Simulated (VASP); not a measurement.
Input of a VASP 6.6.1 run:

INCAR

```
PREC     = Accurate       # precision mode
ENCUT    = 520            # plane-wave cutoff, eV
EDIFF    = 1E-6           # SCF threshold, eV
ISMEAR   = 1              # smearing method
SIGMA    = 0.03           # smearing width, eV
LREAL    = F              # projectors in reciprocal space
LASPH    = T              # aspherical terms in the spheres
NELM     = 60             # most SCF steps
ALGO     = Normal         # electronic algorithm
ISIF     = 2              # what is computed and relaxed
LWAVE    = F              # write WAVECAR
LCHARG   = T              # write CHGCAR
GGA      = PE             # functional
LELF     = T              # ELF
LVHAR    = T            
NBANDS   = 12             # bands
```

Contents of KPOINTS:

```
Automatic mesh
0
Gamma
  13 13 13
```

POSCAR

```
Nb
1.0
   -1.6547957147      1.6547957147      1.6547957147
    1.6547957147     -1.6547957147      1.6547957147
    1.6547957147      1.6547957147     -1.6547957147
Nb
1
Direct
    0.0000000000      0.0000000000      0.0000000000
```

Potentials or basis: VASP PAW PBE potentials, release 64 (Nb_sv).

The run is started by

```bash
$ cat potpaw_PBE.64/Nb_sv/POTCAR > POTCAR
$ mpirun -np 1 vasp_std > vasp.out
```

Task: Estimate the pressure.

Result: -0.7 GPa.
